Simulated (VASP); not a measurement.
# CuO (P-1) in VASP: further runs

The runs below take CuO through relaxation of cell and atoms, with PBEsol+U, LDA+U.

Everything below comes from runs of VASP 6.6.1. Logs are shortened: lines on timing, memory, paths and dates and some standing lists are left out, and cuts for length are marked.

### 1 The cell of the first run

The typed cell holds 4 atoms: a = 2.880 Å, b = 2.880 Å, c = 5.176 Å, α = 89.81°, β = 89.81°, γ = 89.22°.

### 2 Relaxation of cell and atoms, PBEsol+U

The input, INCAR:

```
SYSTEM = CuO
ALGO     = Normal         ! electronic algorithm
EDIFF    = 1E-7           ! SCF threshold, eV
EDIFFG   = -0.01          ! ionic threshold
ENCUT    = 600            ! plane-wave cutoff, eV
GGA      = PS             ! functional
IBRION   = 2              ! ionic algorithm
ISIF     = 3              ! what is computed and relaxed
ISMEAR   = -1             ! smearing method
LASPH    = .TRUE.         ! aspherical terms in the spheres
LCHARG   = .FALSE.        ! write CHGCAR
LDAU     = .TRUE.         ! DFT+U
LDAUJ    = 0 0          
LDAUL    = 2 -1           ! shell
LDAUPRINT= 1            
LDAUTYPE = 2            
LDAUU    = 4 0            ! U, eV
LMAXMIX  = 4              ! l up to which the mixer works
LREAL    = .FALSE.        ! projectors in reciprocal space
LWAVE    = .FALSE.        ! write WAVECAR
NELM     = 150            ! most SCF steps
NSW      = 60             ! ionic steps
PREC     = Accurate       ! precision mode
SIGMA    = 0.05           ! smearing width, eV
```

The input, KPOINTS:

```
k-points
0
G
  9 9 5
  0 0 0
```

The input, POSCAR:

```
CuO
1.0
    2.8795009639      0.0000000000      0.0000000000
    0.0390727580      2.8792794796      0.0000000000
    0.0174953863      0.0172449008      5.1763391994
Cu O
2 2
Direct
    0.0000000000      0.5000000000      0.0000000000
    0.5000000000      0.0000000000      0.5000000000
    0.9984239700      0.0016717800      0.7498871000
    0.0015760300      0.9983282200      0.2501129000
```

Potentials or basis: VASP PAW PBE potentials, release 64 (Cu, O).

On the command line:

```bash
cat potpaw_PBE.64/Cu/POTCAR potpaw_PBE.64/O/POTCAR > POTCAR
mpirun -np 1 vasp_std > vasp.out
```

OUTCAR:

```text
SYSTEM = CuO
   EDIFF = 1E-7
   EDIFFG = -0.01
   ENCUT = 600
   GGA = PS
   IBRION = 2
   ISIF = 3
   ISMEAR = -1
   LASPH = .TRUE.
   LREAL = .FALSE.
   NELM = 150
   NSW = 60
   PREC = Accurate

 ion  position               nearest neighbor table
   1  0.000  0.500  0.000-   3 1.94   4 1.94   3 1.94   4 1.94
   2  0.500  0.000  0.500-   3 1.94   4 1.94   4 1.94   3 1.94
   3  0.998  0.002  0.750-   2 1.94   2 1.94   1 1.94   1 1.94
   4  0.002  0.998  0.250-   2 1.94   2 1.94   1 1.94   1 1.94

  LATTYP: Found a base centered monoclinic cell.
 ALAT       =    11.1169163425
 B/A-ratio  =     0.3638182808
 C/A-ratio  =     0.4656324948
 COS(beta)  =    -0.9295148209

  Lattice vectors:

 A1 = (   2.8620055776,  -0.0172449008,  -5.1763391994)
 A2 = (   0.0215773717,   2.8620345788,  -5.1763391994)
 A3 = (   0.0174953863,   0.0172449008,   5.1763391994)

Analysis of symmetry for initial positions (statically):
=====================================================================
 Subroutine PRICEL returns:
 Original cell was already a primitive cell.

 Routine SETGRP: Setting up the symmetry group for a
 base centered monoclinic supercell.

 Subroutine GETGRP returns: Found  2 space group operations
 (whereof  2 operations were pure point group operations)
 out of a pool of  4 trial point group operations.

The static configuration has the point symmetry S_2 .

Analysis of symmetry for dynamics (positions and initial velocities):
=====================================================================
 Subroutine PRICEL returns:
 Original cell was already a primitive cell.

 Routine SETGRP: Setting up the symmetry group for a
 base centered monoclinic supercell.

 Subroutine GETGRP returns: Found  2 space group operations
 (whereof  2 operations were pure point group operations)
 out of a pool of  4 trial point group operations.

[... 409 lines left out ...]
  o =  0.9622  v = -0.2250  0.0137  0.0068 -0.9742 -0.0080  0.0000  0.0000  0.0000  0.0000  0.0000      0.0000  0.0000  0.0000  0.0000  0.0000  0.0000  0.0000  0.0000  0.0000  0.0000
  o =  0.9623  v =  0.9742 -0.0025  0.0030 -0.2252  0.0159  0.0000  0.0000  0.0000  0.0000  0.0000      0.0000  0.0000  0.0000  0.0000  0.0000  0.0000  0.0000  0.0000  0.0000  0.0000
  o =  0.9623  v =  0.0000  0.0000  0.0000  0.0000  0.0000  0.9742 -0.0025  0.0030 -0.2252  0.0159      0.0000  0.0000  0.0000  0.0000  0.0000  0.0000  0.0000  0.0000  0.0000  0.0000
  o =  0.9760  v = -0.0090  0.0005  0.8963  0.0047  0.4433  0.0000  0.0000  0.0000  0.0000  0.0000      0.0000  0.0000  0.0000  0.0000  0.0000  0.0000  0.0000  0.0000  0.0000  0.0000
  o =  0.9760  v =  0.0000  0.0000  0.0000  0.0000  0.0000 -0.0090  0.0005  0.8963  0.0047  0.4433      0.0000  0.0000  0.0000  0.0000  0.0000  0.0000  0.0000  0.0000  0.0000  0.0000

atom =   2  type =  1  l = 2

 onsite density matrix

spin component  1

  0.9622 -0.0000  0.0002 -0.0009  0.0002
 -0.0000  0.9622 -0.0000  0.0001 -0.0002
  0.0002 -0.0000  0.9680  0.0001 -0.0161
 -0.0009  0.0001  0.0001  0.7998 -0.0000
  0.0002 -0.0002 -0.0161 -0.0000  0.9435

spin component  2

  0.9622 -0.0000  0.0002 -0.0009  0.0002
 -0.0000  0.9622 -0.0000  0.0001 -0.0002
  0.0002 -0.0000  0.9680  0.0001 -0.0161
 -0.0009  0.0001  0.0001  0.7998 -0.0000
  0.0002 -0.0002 -0.0161 -0.0000  0.9435

 occupancies and eigenvectors

  o =  0.7998  v = -0.0056  0.0008  0.0007 -1.0000 -0.0001  0.0000  0.0000  0.0000  0.0000  0.0000      0.0000  0.0000  0.0000  0.0000  0.0000  0.0000  0.0000  0.0000  0.0000  0.0000
  o =  0.7998  v =  0.0000  0.0000  0.0000  0.0000  0.0000 -0.0056  0.0008  0.0007 -1.0000 -0.0001      0.0000  0.0000  0.0000  0.0000  0.0000  0.0000  0.0000  0.0000  0.0000  0.0000
  o =  0.9355  v =  0.0094 -0.0072 -0.4433 -0.0003 -0.8963  0.0000  0.0000  0.0000  0.0000  0.0000      0.0000  0.0000  0.0000  0.0000  0.0000  0.0000  0.0000  0.0000  0.0000  0.0000
  o =  0.9355  v =  0.0000  0.0000  0.0000  0.0000  0.0000  0.0094 -0.0072 -0.4433 -0.0003 -0.8963      0.0000  0.0000  0.0000  0.0000  0.0000  0.0000  0.0000  0.0000  0.0000  0.0000
  o =  0.9622  v =  0.0000  0.0000  0.0000  0.0000  0.0000 -0.2317 -0.9728  0.0069  0.0005  0.0019      0.0000  0.0000  0.0000  0.0000  0.0000  0.0000  0.0000  0.0000  0.0000  0.0000
  o =  0.9622  v = -0.2317 -0.9728  0.0069  0.0005  0.0019  0.0000  0.0000  0.0000  0.0000  0.0000      0.0000  0.0000  0.0000  0.0000  0.0000  0.0000  0.0000  0.0000  0.0000  0.0000
  o =  0.9622  v =  0.9727 -0.2316  0.0031 -0.0057  0.0105  0.0000  0.0000  0.0000  0.0000  0.0000      0.0000  0.0000  0.0000  0.0000  0.0000  0.0000  0.0000  0.0000  0.0000  0.0000
  o =  0.9622  v =  0.0000  0.0000  0.0000  0.0000  0.0000  0.9727 -0.2316  0.0031 -0.0057  0.0105      0.0000  0.0000  0.0000  0.0000  0.0000  0.0000  0.0000  0.0000  0.0000  0.0000
  o =  0.9760  v = -0.0031 -0.0048 -0.8963 -0.0007  0.4433  0.0000  0.0000  0.0000  0.0000  0.0000      0.0000  0.0000  0.0000  0.0000  0.0000  0.0000  0.0000  0.0000  0.0000  0.0000
  o =  0.9760  v =  0.0000  0.0000  0.0000  0.0000  0.0000 -0.0031 -0.0048 -0.8963 -0.0007  0.4433      0.0000  0.0000  0.0000  0.0000  0.0000  0.0000  0.0000  0.0000  0.0000  0.0000

--------------------------------------- Ionic step        7  -------------------------------------------

 number of electron      33.9999980 magnetization

 Free energy of the ion-electron system (eV)
  ---------------------------------------------------
  ext. energy  EPLUGINS =         0.00000000
  ---------------------------------------------------
  free energy    TOTEN  =       -18.75294422 eV

  energy without entropy =      -18.73424165  energy(sigma->0) =      -18.74359294

 E-fermi :   5.0003     XC(G=0): -11.8364

 val. band max:        4.9922749171   @ k =   0.4444   0.4444   0.4000
 cond. band min:       5.0236428274   @ k =  -0.2222  -0.4444   0.4000
 fundamental gap:      0.0313679103
 Fermi energy:         5.0002756193

 k-point     1 :       0.0000    0.0000    0.0000
  band No.  band energies     occupation
      1     -14.9185      2.00000
      2     -13.4482      2.00000
      3      -3.5952      2.00000
      4      -0.8894      2.00000
      5      -0.8620      2.00000
      6       0.4294      2.00000
[... 565 lines left out ...]
     20      11.1355      0.00000
     21      14.1994      0.00000

 [... further k-points ...]

------------------------ aborting loop because EDIFF is reached ----------------------------------------

  FORCE on cell =-STRESS in cart. coord.  units (eV):
  Direction    XX          YY          ZZ          XY          YZ          ZX
  --------------------------------------------------------------------------------------
  -------------------------------------------------------------------------------------
  Total       -0.0193997     -0.0088017     -0.0321043     -0.0105648     -0.0040591     -0.0025573
  in kB       -0.7395609     -0.3355398     -1.2238930     -0.4027536     -0.1547411     -0.0974915
  external PRESSURE =      -0.7663313 kB  Pullay stress =       0.0000000 kB
[... 19 lines left out ...]
  FREE ENERGIE OF THE ION-ELECTRON SYSTEM (eV)
  ---------------------------------------------------
  free  energy   TOTEN  =       -18.7529442198 eV

  energy  without entropy=      -18.7342416535  energy(sigma->0) =      -18.74359294

 reached required accuracy - stopping structural energy minimisation
```

OSZICAR:

```text
N       E                     dE             d eps       ncg     rms          rms(c)
DAV:   1     0.322874433252E+03    0.32287E+03   -0.18607E+04  8622   0.286E+03
DAV:   2     0.247570669915E+02   -0.29812E+03   -0.28275E+03  8846   0.463E+02
DAV:   3    -0.206295445204E+02   -0.45387E+02   -0.43260E+02 10852   0.205E+02
DAV:   4    -0.227786010778E+02   -0.21491E+01   -0.21266E+01 10999   0.456E+01
[... 74 lines left out ...]
DAV:   3    -0.187529488050E+02    0.82033E-05   -0.34850E-05 12423   0.252E-01    0.181E-02
DAV:   4    -0.187529459245E+02    0.28805E-05   -0.20060E-05 13212   0.182E-01    0.130E-02
DAV:   5    -0.187529446133E+02    0.13112E-05   -0.14116E-05 13018   0.160E-01    0.645E-03
DAV:   6    -0.187529442518E+02    0.36144E-06   -0.24338E-06 13468   0.503E-02    0.148E-03
DAV:   7    -0.187529442198E+02    0.32057E-07   -0.11828E-07  5165   0.106E-02
   7 F= -.18752944E+02 E0= -.18743593E+02  d E =-.931654E-03
```

It took 18 min on 1 thread of Oxide Virtual Turin-like, shared host; peak memory 0.29 GiB.

What came out:

* Free energy: -18.7529 eV
* Relaxed volume: 10.51 Å³/atom
* Relaxed cell: a = 2.876 Å, b = 2.875 Å, c = 5.083 Å, α = 89.80°, β = 89.81°, γ = 89.26°
* Space group after relaxing (to 0.1 Å): P4_2/mmc (No. 131)
* Energy gained by relaxing: 4.6 meV/atom
* Ionic steps: 7
* Pressure after relaxing: -0.1 GPa
* Largest force after relaxing: 0.005 eV/Å
* Band gap on the k mesh: zero (bands 17 and 18 overlap by 1.04 eV)

Forces on the atoms (eV/Å):
```
Cu   0.000  0.000  0.000
Cu   0.000  0.000  0.000
O    0.000  0.000 -0.005
O    0.000  0.000  0.005
```

Step by step:
| step | energy change (eV) | largest force (eV/Å) | pressure (GPa) | volume (Å³) |
| --- | --- | --- | --- | --- |
| 1 | 0.0000 | 0.0109 | -4.14 | 42.92 |
| 2 | -0.0110 | 0.0029 | 3.16 | 41.22 |
| 3 | -0.0174 | 0.0061 | 0.26 | 41.84 |
| 4 | -0.0174 | 0.0063 | 0.15 | 41.86 |
| 5 | -0.0180 | 0.0026 | 0.06 | 41.93 |
| 6 | -0.0183 | 0.0046 | -0.08 | 42.02 |
| 7 | -0.0183 | 0.0050 | -0.08 | 42.03 |

Final structure:
```cif
data_structure
_symmetry_space_group_name_H-M 'P 1'
_symmetry_Int_Tables_number 1
_cell_length_a 2.8757
_cell_length_b 2.8752
_cell_length_c 5.0835
_cell_angle_alpha 89.796
_cell_angle_beta 89.806
_cell_angle_gamma 89.265
_cell_volume 42.03
loop_
_atom_site_label
_atom_site_type_symbol
_atom_site_fract_x
_atom_site_fract_y
_atom_site_fract_z
_atom_site_occupancy
Cu1 Cu 0.00000 0.50000 0.00000 1
Cu2 Cu 0.50000 0.00000 0.50000 1
O1 O 0.99855 0.00150 0.75005 1
O2 O 0.00145 0.99850 0.24995 1
```

Levels at points of the mesh, in eV from the Fermi level:
| k point | band 13 | band 14 | band 15 | band 16 | band 17 | band 18 | band 19 | band 20 | band 21 |
| --- | --- | --- | --- | --- | --- | --- | --- | --- | --- |
| (0.00, 0.00, 0.00) | -3.27 | -3.24 | -2.62 | -2.43 | 0.72 | 0.75 | 1.68 | 6.46 | 7.70 |

Eigenvalues of the final occupation matrices:
```tsv
site	spin	trace	eigenvalues
site 1 d	1	4.64	0.80 0.94 0.96 0.96 0.98
site 1 d	2	4.64	0.80 0.94 0.96 0.96 0.98
site 2 d	1	4.64	0.80 0.94 0.96 0.96 0.98
site 2 d	2	4.64	0.80 0.94 0.96 0.96 0.98
```

Caveat: the PAW data sets were made with another functional, which shifts forces and pressure a little; U without spin polarisation on a metal has little footing.

[end of part 1 of 2]

The gap in the log of VASP goes by the Fermi energy; the results here count the filled bands.